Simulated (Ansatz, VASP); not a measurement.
ZnS in VASP and in Ansatz

INCAR

```
SYSTEM = ZnS
PREC = Accurate
ENCUT = 600
EDIFF = 1E-6
ISMEAR = -1
SIGMA = 0.05
LREAL = .False.
LASPH = .True.
NELM = 100
ALGO = Normal
ISIF = 3
LWAVE = .False.
LCHARG = .False.
GGA = RP
IBRION = 2
NSW = 60
EDIFFG = -0.01
```

File KPOINTS:

```
Automatic mesh
0
Gamma
  8 8 3
  0 0 0
```

File POSCAR:

```
ZnS
1.0
    3.8227000000      0.0000000000      0.0000000000
   -1.9113500000      3.3105553110      0.0000000000
    0.0000000000      0.0000000000     12.5200000000
Zn S
4 4
Direct
    0.6666666667      0.3333333333      0.7500000000
    0.3333333333      0.6666666667      0.2500000000
    0.0000000000      0.0000000000      0.5000000000
    0.0000000000      0.0000000000      0.0000000000
    0.6666666667      0.3333333333      0.9375000000
    0.3333333333      0.6666666667      0.4375000000
    0.0000000000      0.0000000000      0.6875000000
    0.0000000000      0.0000000000      0.1875000000
```

The input input.yaml:

```yaml
crystal:
  lattice:
    - [3.8227, 0.0, 0.0]
    - [-1.91135, 3.310555311, 0.0]
    - [0.0, 0.0, 12.52]
  atoms:
    - { symbol: Zn, position: [0.6666666667, 0.3333333333, 0.75] }
    - { symbol: Zn, position: [0.3333333333, 0.6666666667, 0.25] }
    - { symbol: Zn, position: [0.0, 0.0, 0.5] }
    - { symbol: Zn, position: [0.0, 0.0, 0.0] }
    - { symbol: S, position: [0.6666666667, 0.3333333333, 0.9375] }
    - { symbol: S, position: [0.3333333333, 0.6666666667, 0.4375] }
    - { symbol: S, position: [0.0, 0.0, 0.6875] }
    - { symbol: S, position: [0.0, 0.0, 0.1875] }
hamiltonian:
  xc: rpbe
  pseudopotentials: { kind: paw }
kpoints:
  mp_grid: { grid: [8, 8, 3] }
scf:
  occupations: { method: fermi_dirac, width: 0.05 }
output:
  forces: true
  stress: true
  write_density: true
  write_potential: true
  elf: true
  volumetric_format: npy
relax:
  f_tol: 0.01
  max_steps: 40
  cell: { stress_tol: 0.05 }
```

Alike in both runs: task relaxation of cell and atoms; functional RPBE; k mesh 8 × 8 × 3; occupations fermi-dirac, width 0.05 eV; no spin polarisation.

|  | VASP | Ansatz |
| --- | --- | --- |
| version | VASP 6.6.1 | Ansatz 0.2.0 |
| potentials or method | VASP PAW PBE potentials, release 64 (Zn, S) | Ansatz PAW |
| plane-wave cutoff (eV) | 600 | 420 |
| valence electrons in the cell | 72 | 72 |

|  | VASP | Ansatz | Ansatz less VASP |
| --- | --- | --- | --- |
| gap on the k mesh at the Fermi level, each at its own relaxed structure (eV) | 2.05 | 2.06 | +0.008 |
| relaxed volume (Å³/atom) | 20.97 | 20.94 | -0.032 |
| relaxed cell length with the largest relative difference (Å) | 3.898 | 3.896 | -0.0022 |

VASP's potentials were made for PBE, not for RPBE.

Noted on Ansatz's run: odd divisions of the mesh miss points on the zone boundary, where band edges often lie, so the gap on the mesh can be too wide; the plane-wave basis is chosen anew once the cell has moved, so the energies of steps on either side of that aren't comparable.
